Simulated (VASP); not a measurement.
# Co4Ge (Pm-3m) in VASP: notebook

The runs below take Co4Ge through single point, relaxation of cell and atoms, with PBE.

Program: VASP 6.6.1. These are calculated values, not measurements. Logs are shortened: lines on timing, memory, paths and dates and some standing lists are left out, and cuts for length are marked.

## (1) The cell of the first run

The structure is cubic, space group Pm-3m (No. 221). Conventional cell: a = 4.117 Å, b = 4.117 Å, c = 4.117 Å, α = 90.00°, β = 90.00°, γ = 90.00°. Within 2.7 Å of Co (site symmetry 4/mmm) lie 2 Ge at 2.06 Å. Within 3.8 Å of Co (site symmetry m-3m) lie 12 Co at 2.91 Å and 8 Ge at 3.57 Å. Ge (site symmetry m-3m) has 6 Co at 2.06 Å within 2.7 Å.

The cell was generated, and may not be a known phase.

## (2) Single point, PBE, collinear spin, ferromagnetic start

Contents of INCAR:

```
SYSTEM = Co4Ge
  ALGO = Normal
  EDIFF = 1E-6
  ENCUT = 520
  GGA = PE
  ISIF = 2
  ISMEAR = 0
  ISPIN = 2
  LASPH = .TRUE.
  LCHARG = .TRUE.
  LELF = .TRUE.
  LMAXMIX = 4
  LORBIT = 11
  LREAL = .FALSE.
  LVHAR = .TRUE.
  LWAVE = .FALSE.
  MAGMOM = 3 3 3 3 0
  NBANDS = 37
  NELM = 150
  PREC = Accurate
  SIGMA = 0.1
```

Contents of KPOINTS:

```
k-points
0
G
  4 4 4
  0 0 0
```

Contents of POSCAR:

```
Co4Ge
1.0
    4.1166306000      0.0000000000      0.0000000000
    0.0000000000      4.1166306000      0.0000000000
    0.0000000000      0.0000000000      4.1166306000
Co Ge
4 1
Direct
    0.5000000000      0.0000000000      0.0000000000
    0.0000000000      0.5000000000      0.0000000000
    0.0000000000      0.0000000000      0.5000000000
    0.5000000000      0.5000000000      0.5000000000
    0.0000000000      0.0000000000      0.0000000000
```

Potentials or basis: VASP PAW PBE potentials, release 64 (Co, Ge_d).

On the command line:

```sh
$ cat potpaw_PBE.64/Co/POTCAR potpaw_PBE.64/Ge_d/POTCAR > POTCAR
$ mpirun -np 1 vasp_std > vasp.out
```

OUTCAR:

```text
SYSTEM = Co4Ge
   EDIFF = 1E-6
   ENCUT = 520
   GGA = PE
   ISIF = 2
   ISMEAR = 0
   ISPIN = 2
   LASPH = .TRUE.
   LORBIT = 11
   LREAL = .FALSE.
   NELM = 150
   PREC = Accurate

 ion  position               nearest neighbor table
   1  0.500  0.000  0.000-   5 2.06   5 2.06   4 2.91   2 2.91   3 2.91   4 2.91   2 2.91   4 2.91
                             4 2.91   2 2.91   3 2.91   3 2.91   3 2.91   2 2.91
   2  0.000  0.500  0.000-   5 2.06   5 2.06   4 2.91   1 2.91   3 2.91   4 2.91   1 2.91   3 2.91
                             3 2.91   3 2.91   1 2.91   4 2.91   4 2.91   1 2.91
   3  0.000  0.000  0.500-   5 2.06   5 2.06   4 2.91   1 2.91   1 2.91   2 2.91   2 2.91   2 2.91
                             4 2.91   2 2.91   1 2.91   4 2.91   1 2.91   4 2.91
   4  0.500  0.500  0.500-   1 2.91   2 2.91   3 2.91   1 2.91   2 2.91   1 2.91   3 2.91   1 2.91
                             2 2.91   3 2.91   2 2.91   3 2.91
   5  0.000  0.000  0.000-   1 2.06   2 2.06   3 2.06   3 2.06   2 2.06   1 2.06

  LATTYP: Found a simple cubic cell.
 ALAT       =     4.1166306000

  Lattice vectors:

 A1 = (   4.1166306000,   0.0000000000,   0.0000000000)
 A2 = (   0.0000000000,   4.1166306000,   0.0000000000)
 A3 = (   0.0000000000,   0.0000000000,   4.1166306000)

Analysis of symmetry for initial positions (statically):
=====================================================================
 Subroutine PRICEL returns:
 Original cell was already a primitive cell.

 Routine SETGRP: Setting up the symmetry group for a
 simple cubic supercell.

 Subroutine GETGRP returns: Found 48 space group operations
 (whereof 48 operations were pure point group operations)
 out of a pool of 48 trial point group operations.

The static configuration has the point symmetry O_h .

Analysis of symmetry for dynamics (positions and initial velocities):
=====================================================================
 Subroutine PRICEL returns:
 Original cell was already a primitive cell.

 Routine SETGRP: Setting up the symmetry group for a
 simple cubic supercell.

 Subroutine GETGRP returns: Found 48 space group operations
 (whereof 48 operations were pure point group operations)
 out of a pool of 48 trial point group operations.

The dynamic configuration has the point symmetry O_h .

Analysis of structural, dynamic, and magnetic symmetry:
=====================================================================
 Subroutine PRICEL returns:
 Original cell was already a primitive cell.

 Routine SETGRP: Setting up the symmetry group for a
 simple cubic supercell.

 Subroutine GETGRP returns: Found 48 space group operations
 (whereof 48 operations were pure point group operations)
 out of a pool of 48 trial point group operations.

The overall configuration has the point symmetry O_h .

 Subroutine INISYM returns: Found 48 space group operations
 (whereof 48 operations are pure point group operations),
 and found     1 'primitive' translations

----------------------------------------------------------------------------------------

                                     Primitive cell

  volume of cell :      69.7631

  direct lattice vectors                    reciprocal lattice vectors
     4.116630600  0.000000000  0.000000000     0.242917108  0.000000000  0.000000000
     0.000000000  4.116630600  0.000000000     0.000000000  0.242917108  0.000000000
     0.000000000  0.000000000  4.116630600     0.000000000  0.000000000  0.242917108

  length of vectors
     4.116630600  4.116630600  4.116630600     0.242917108  0.242917108  0.242917108

  position of ions in fractional coordinates (direct lattice)
     0.500000000  0.000000000  0.000000000
     0.000000000  0.500000000  0.000000000
     0.000000000  0.000000000  0.500000000
     0.500000000  0.500000000  0.500000000
     0.000000000  0.000000000  0.000000000

  ion indices of the primitive-cell ions
   primitive index   ion index
                 1           1
                 2           2
                 3           3
                 4           4
                 5           5

----------------------------------------------------------------------------------------

[... 32 lines left out ...]
  0.250000  0.250000  0.250000      8.000000
  0.500000  0.250000  0.250000     12.000000
  0.500000  0.500000  0.250000      6.000000
  0.500000  0.500000  0.500000      1.000000
   k-points           NKPTS =     10   k-points in BZ     NKDIM =     10   number of bands    NBANDS=     37
   number of dos      NEDOS =    301   number of ions     NIONS =      5
   total plane-waves  NPLWV =  32768
   dimension x,y,z NGX =    32 NGY =   32 NGZ =   32
   dimension x,y,z NGXF=    64 NGYF=   64 NGZF=   64
   ions per type =               4   1
   NGX,Y,Z   is equivalent  to a cutoff of  12.92, 12.92, 12.92 a.u.
   NGXF,Y,Z  is equivalent  to a cutoff of  25.85, 25.85, 25.85 a.u.
 SYSTEM =  Co4Ge
   PREC   = accura    normal or accurate (medium, high low for compatibility)
   ISTART =      0    job   : 0-new  1-cont  2-samecut
   ICHARG =      2    charge: 1-file 2-atom 10-const
   ISPIN  =      2    spin polarized calculation?
   LNONCOLLINEAR =      F non collinear calculations
   LSORBIT =      F    spin-orbit coupling
   LASPH  =      T    aspherical Exc in radial PAW
   ENCUT  =  520.0 eV  38.22 Ry    6.18 a.u.   7.65  7.65  7.65*2*pi/ulx,y,z
   NELM   =    150;   NELMIN=  2; NELMDL= -5     # of ELM steps
   EDIFF  = 0.1E-05   stopping-criterion for ELM
   LREAL  =      F    real-space projection
   EDIFFG = 0.1E-04   stopping-criterion for IOM
   NSW    =      0    number of steps for IOM
   IBRION =     -1    ionic relax: 0-MD 1-quasi-New 2-CG
   NFREE  =      0    steps in history (QN), initial steepest desc. (CG)
   ISIF   =      2    stress and relaxation
   ISYM   =      2    0-nonsym 1-usesym 2-fastsym
   POTIM  = 0.5000    time-step for ionic-motion
   TEBEG  =    0.0;   TEEND  =   0.0 temperature during run
   PSTRESS=    0.0 pullay stress
   NELECT =      50.0000    total number of electrons
   NUPDOWN=      -1.0000    fix difference up-down
   EMIN   =  10.00;   EMAX   =-10.00  energy-range for DOS
   EFERMI =   0.00;   METHOD = LEGACY
   ISMEAR =     0;   SIGMA  =   0.10  broadening in eV -4-tet -1-fermi 0-gaus
   EFERMI_NEDOS =   21; number of points for ismear=-14 and -15
   IALGO  =     38    algorithm
   IMIX   =      4    mixing-type and parameters
     AMIX     =   0.40;   BMIX     =  1.00
     AMIX_MAG =   1.60;   BMIX_MAG =  1.00
  volume/ion in A,a.u.               =      13.95        94.16
  Fermi-wavevector in a.u.,A,eV,Ry     =   1.465063  2.768567 29.203671  2.146409
  Thomas-Fermi vector in A             =   2.580964
   LORBIT       =     11    0 simple, 1 ext, 2 COOP (PROOUT), +10 PAW based schemes
   GGA     = PE    functional components
   LHFCALC =     F    Hartree Fock is set to
   AEXX    =    0.0000 exact exchange contribution
   IVDW    =     0    specifies the selected vdW correction
   LEPSILON=     F    determine dielectric tensor
   LRPA    =     F    only Hartree local field effects (RPA)
 spin polarized calculation
 Gauss-broadening in eV      SIGMA  =   0.10
  energy-cutoff  :      520.00
  volume of cell :       69.76
 maximum number of plane-waves:      1924
 NGX is ok and might be reduce to    32
   NGX = 15   NGY = 15   NGZ = 15

 number of electron      50.0000000 magnetization      12.0000000

 number of electron      50.0000045 magnetization       5.4547507

 Free energy of the ion-electron system (eV)
  ---------------------------------------------------
  ext. energy  EPLUGINS =         0.00000000
  ---------------------------------------------------
  free energy    TOTEN  =       -26.71352776 eV

  energy without entropy =      -26.67437305  energy(sigma->0) =      -26.69395041

 E-fermi :   7.4942     XC(G=0): -11.9808

 val. band max:        7.4803296969   @ k =   0.2500   0.2500   0.2500
 cond. band min:       7.5627088549   @ k =   0.2500   0.2500   0.0000
 fundamental gap:      0.0823791580
 Fermi energy:         7.4941743462

 spin component 1

 k-point     1 :       0.0000    0.0000    0.0000
  band No.  band energies     occupation
      1     -16.8870      1.00000
      2     -16.8870      1.00000
      3     -16.7199      1.00000
      4     -16.7199      1.00000
      5     -16.7199      1.00000
      6      -4.2028      1.00000
[... 389 lines left out ...]
     36      21.8083      0.00000
     37      21.8083      0.00000
 Fermi energy:         7.4941743462

 spin component 2

 k-point     1 :       0.0000    0.0000    0.0000
  band No.  band energies     occupation
      1     -16.8958      1.00000
      2     -16.8958      1.00000
      3     -16.7360      1.00000
      4     -16.7360      1.00000
      5     -16.7360      1.00000
      6      -4.1833      1.00000
[... 389 lines left out ...]
     36      22.0474      0.00000
     37      22.0474      0.00000

------------------------ aborting loop because EDIFF is reached ----------------------------------------

  FORCE on cell =-STRESS in cart. coord.  units (eV):
  Direction    XX          YY          ZZ          XY          YZ          ZX
  --------------------------------------------------------------------------------------
  -------------------------------------------------------------------------------------
  Total        6.3822234      6.3822234      6.3822234     -0.0000000     -0.0000000      0.0000000
  in kB      146.5739829    146.5739829    146.5739829     -0.0000000     -0.0000000      0.0000000
  external PRESSURE =     146.5739829 kB  Pullay stress =       0.0000000 kB

 VOLUME and BASIS-vectors are now :
 -----------------------------------------------------------------------------
  energy-cutoff  :      520.00
  volume of cell :       69.76
      direct lattice vectors                 reciprocal lattice vectors
     4.116630600  0.000000000  0.000000000     0.242917108  0.000000000  0.000000000
     0.000000000  4.116630600  0.000000000     0.000000000  0.242917108  0.000000000
     0.000000000  0.000000000  4.116630600     0.000000000  0.000000000  0.242917108

 POSITION                                       TOTAL-FORCE (eV/Angst)
 -----------------------------------------------------------------------------------
      2.05832      0.00000      0.00000         0.000000      0.000000      0.000000
      0.00000      2.05832      0.00000         0.000000      0.000000      0.000000
      0.00000      0.00000      2.05832         0.000000      0.000000      0.000000
      2.05832      2.05832      2.05832         0.000000      0.000000      0.000000
      0.00000      0.00000      0.00000         0.000000      0.000000      0.000000
 -----------------------------------------------------------------------------------
    total drift:                                0.000000      0.000000     -0.000000

  FREE ENERGIE OF THE ION-ELECTRON SYSTEM (eV)
  ---------------------------------------------------
  free  energy   TOTEN  =       -26.7135277599 eV

  energy  without entropy=      -26.6743730528  energy(sigma->0) =      -26.69395041

 total charge

# of ion       s       p       d       tot
------------------------------------------
    1        0.417   0.463   7.447   8.328
    2        0.417   0.463   7.447   8.328
    3        0.417   0.463   7.447   8.328
    4        0.328   0.245   7.073   7.646
    5        1.235   1.692  10.297  13.224
--------------------------------------------------
tot          2.815   3.327  39.711  45.853

 magnetization (x)

# of ion       s       p       d       tot
------------------------------------------
    1        0.004  -0.014   1.168   1.158
    2        0.004  -0.014   1.168   1.158
    3        0.004  -0.014   1.168   1.158
    4        0.008  -0.004   2.155   2.159
    5       -0.001  -0.065  -0.014  -0.080
--------------------------------------------------
tot          0.018  -0.111   5.646   5.554
```

It took 2.1 min on 1 thread of Intel Xeon Platinum 8259CL at 2.50GHz (Skylake/Cascade Lake), shared host; peak memory 0.2 GiB.

Results:

```
Free energy                                           : -26.7135 eV
Pressure                                              : 14.7 GPa
Net moment                                            : 5.45 μB per cell
Site moments                                          : Co +1.16, +2.16 (each value once); Ge -0.08 μB
Valence electrons inside the program's atomic spheres : Co 8.33, 7.65 (each value once); Ge 13.22
```

Caveat: the k points lie up to 0.38 Å⁻¹ apart.

## (3) Single point, PBE, collinear spin, ferromagnetic start

This run uses another cell than the first one, of 15.60 Å³/atom.

Contents of INCAR:

```
  PREC = Accurate
  ENCUT = 520
  EDIFF = 1E-7
  ISMEAR = 0
  SIGMA = 0.1
  LREAL = F
  LASPH = T
  NELM = 150
  ALGO = Fast
  ISIF = 2
  LWAVE = F
  LCHARG = T
  ISPIN = 2
  MAGMOM = 3 3 3 3 0
  LORBIT = 11
  LMAXMIX = 4
  GGA = PE
  LELF = T
  LVHAR = T
  NBANDS = 37
```

Contents of KPOINTS:

```
Automatic mesh
0
Gamma
  4 4 4
```

Changes to POSCAR since step 2:

```diff
@@ -2,5 +2,5 @@
 1.0
-    4.1166306000      0.0000000000      0.0000000000
-    0.0000000000      4.1166306000      0.0000000000
-    0.0000000000      0.0000000000      4.1166306000
+    4.2726470554      0.0000000000      0.0000000000
+    0.0000000000      4.2726470554      0.0000000000
+    0.0000000000      0.0000000000      4.2726470554
 Co Ge
```

Potentials or basis: VASP PAW PBE potentials, release 64 (Co, Ge_d).

On the command line:

```sh
$ cat potpaw_PBE.64/Co/POTCAR potpaw_PBE.64/Ge_d/POTCAR > POTCAR
$ mpirun -np 1 vasp_std > vasp.out
```

Run time: 2.8 min. Hardware: 1 thread of Intel Xeon Platinum 8259CL at 2.50GHz (Skylake/Cascade Lake), shared host; peak memory 0.21 GiB.

The run converged. Its results:

* Free energy: -27.0710 eV
* Pressure: 0.6 GPa
* Net moment: 6.68 μB per cell
* Site moments: Co +1.54, +2.23 (each value once); Ge -0.05 μB
* Valence electrons inside the program's atomic spheres: Co 8.13, 7.58 (each value once); Ge 13.01

Levels at points of the mesh, in eV from the Fermi level:
Spin up:
| k point | band 26 | band 27 | band 28 | band 29 | band 30 | band 31 | band 32 | band 33 |
| --- | --- | --- | --- | --- | --- | --- | --- | --- |
| (0.00, 0.00, 0.00) | -1.38 | -1.38 | -1.38 | -1.38 | 2.71 | 4.02 | 4.02 | 6.10 |
| (0.50, 0.00, 0.00) | -1.40 | -1.38 | 0.72 | 0.72 | 3.37 | 3.66 | 4.50 | 4.50 |
| (0.50, 0.50, 0.00) | -1.20 | -0.81 | -0.81 | -0.39 | 2.01 | 4.72 | 6.06 | 6.06 |
| (0.50, 0.50, 0.50) | -1.33 | -0.27 | -0.27 | -0.27 | 0.91 | 0.91 | 0.91 | 2.34 |
Spin down:
```tsv
k point	band 18	band 19	band 20	band 21	band 22	band 23	band 24	band 25
(0.00, 0.00, 0.00)	-0.70	-0.69	-0.69	0.21	0.21	0.25	0.25	0.25
(0.50, 0.00, 0.00)	-0.39	-0.29	-0.29	-0.27	-0.17	-0.17	0.16	0.25
(0.50, 0.50, 0.00)	-0.67	-0.67	-0.36	-0.30	-0.06	-0.05	-0.02	-0.02
(0.50, 0.50, 0.50)	-0.64	-0.27	-0.27	-0.27	0.15	0.15	0.15	0.32
```

Caveat: the k points lie up to 0.37 Å⁻¹ apart.

## (4) Relaxation of cell and atoms, PBE, collinear spin, ferromagnetic start

Contents of INCAR:

```
SYSTEM = Co4Ge
PREC = Accurate ; ENCUT = 600
EDIFF = 1E-6 ; ISMEAR = 0
SIGMA = 0.1 ; LREAL = .False.
LASPH = .True. ; NELM = 150
ALGO = Fast ; ISIF = 3
LWAVE = .False. ; LCHARG = .False.
ISPIN = 2 ; MAGMOM = 3 3 3 3 0
LORBIT = 11 ; LMAXMIX = 4
GGA = PE ; IBRION = 2
NSW = 90 ; EDIFFG = -0.04
```

Contents of KPOINTS:

```
Automatic mesh
0
Gamma
  4 4 4
  0 0 0
```

Changes to POSCAR since step 3:

```diff
@@ -2,5 +2,5 @@
 1.0
-    4.2726470554      0.0000000000      0.0000000000
-    0.0000000000      4.2726470554      0.0000000000
-    0.0000000000      0.0000000000      4.2726470554
+    4.1166306000      0.0000000000      0.0000000000
+    0.0000000000      4.1166306000      0.0000000000
+    0.0000000000      0.0000000000      4.1166306000
 Co Ge
```

On the command line:

```sh
$ cat potpaw_PBE.64/Co/POTCAR potpaw_PBE.64/Ge_d/POTCAR > POTCAR
$ mpirun -np 1 vasp_std > vasp.out
```

Wall time 7.7 min (1 thread of Intel Xeon Platinum 8259CL at 2.50GHz (Skylake/Cascade Lake), shared host); peak memory 0.27 GiB.

Results (log left out):

- Free energy: -27.0670 eV
- Relaxed volume: 15.67 Å³/atom
- Relaxed cell: a = 4.279 Å, b = 4.279 Å, c = 4.279 Å, α = 90.00°, β = 90.00°, γ = 90.00°
- Space group after relaxing (to 0.1 Å): Pm-3m (No. 221)
- Energy gained by relaxing: 70.9 meV/atom
- Ionic steps: 3
- Pressure after relaxing: 0.0 GPa
- Net moment: 6.68 μB per cell
- Site moments: Co +1.54, +2.23 (each value once); Ge -0.05 μB
- Valence electrons inside the program's atomic spheres: Co 8.13, 7.58 (each value once); Ge 13.00

Step by step:
| step | energy change (eV) | largest force (eV/Å) | pressure (GPa) | volume (Å³) |
| --- | --- | --- | --- | --- |
| 1 | 0.0000 | 0.0000 | 14.62 | 69.76 |
| 2 | -0.2615 | 0.0000 | -5.80 | 83.42 |
| 3 | -0.3543 | 0.0000 | 0.03 | 78.33 |

Final structure:
```cif
data_structure
_symmetry_space_group_name_H-M 'P 1'
_symmetry_Int_Tables_number 1
_cell_length_a 4.2787
_cell_length_b 4.2787
_cell_length_c 4.2787
_cell_angle_alpha 90.000
_cell_angle_beta 90.000
_cell_angle_gamma 90.000
_cell_volume 78.33
loop_
_atom_site_label
_atom_site_type_symbol
_atom_site_fract_x
_atom_site_fract_y
_atom_site_fract_z
_atom_site_occupancy
Co1 Co 0.50000 0.00000 0.00000 1
Co2 Co 0.00000 0.50000 0.00000 1
Co3 Co 0.00000 0.00000 0.50000 1
Co4 Co 0.50000 0.50000 0.50000 1
Ge1 Ge 0.00000 0.00000 0.00000 1
```

Levels at points of the mesh, in eV from the Fermi level:
Spin up:
| k point | band 25 | band 26 | band 27 | band 28 | band 29 | band 30 | band 31 | band 32 | band 33 | band 34 |
| --- | --- | --- | --- | --- | --- | --- | --- | --- | --- | --- |
| (0.00, 0.00, 0.00) | -1.35 | -1.35 | -1.35 | -1.35 | -1.35 | 2.70 | 3.98 | 3.98 | 6.09 | 6.09 |
| (0.50, 0.00, 0.00) | -1.73 | -1.37 | -1.35 | 0.74 | 0.74 | 3.35 | 3.64 | 4.50 | 4.50 | 4.76 |
| (0.50, 0.50, 0.00) | -1.51 | -1.16 | -0.80 | -0.80 | -0.42 | 2.02 | 4.71 | 6.05 | 6.05 | 6.50 |
| (0.50, 0.50, 0.50) | -1.37 | -1.37 | -0.26 | -0.26 | -0.26 | 0.93 | 0.93 | 0.93 | 2.32 | 12.61 |
Spin down:
| k point | band 19 | band 20 | band 21 | band 22 | band 23 | band 24 |
| --- | --- | --- | --- | --- | --- | --- |
| (0.00, 0.00, 0.00) | -0.66 | -0.66 | 0.25 | 0.25 | 0.25 | 0.34 |
| (0.50, 0.00, 0.00) | -0.29 | -0.29 | -0.27 | -0.27 | -0.09 | 0.18 |
| (0.50, 0.50, 0.00) | -0.65 | -0.35 | -0.12 | -0.12 | -0.11 | -0.05 |
| (0.50, 0.50, 0.50) | -0.26 | -0.26 | -0.26 | 0.08 | 0.08 | 0.08 |

Caveat: the k points lie up to 0.37 Å⁻¹ apart in the final cell.

## (5) The runs side by side

| task | cell | cutoff (eV) | gap on the mesh (eV) | pressure (GPa) | moment (μB) |
| --- | --- | --- | --- | --- | --- |
| single point | a = 4.117 Å, 5 atoms | 520 | none | 14.7 | 5.45 |
| single point | a = 4.273 Å, 5 atoms | 520 | none | 0.6 | 6.68 |
| relaxation of cell and atoms | relaxed from a = 4.117 Å, 5 atoms | 600 | none | 0.0 | 6.68 |

Alike in all rows: level PBE; potentials or basis VASP PAW PBE potentials, release 64 (Co, Ge_d); spin collinear, ferromagnetic start; k mesh 4 × 4 × 4; smearing gaussian 0.1 eV.

Caveats: all runs use coarse meshes.

Absolute energies hang on the potentials; compare differences alone.

The gap in the log of VASP goes by the Fermi energy; the results here count the filled bands.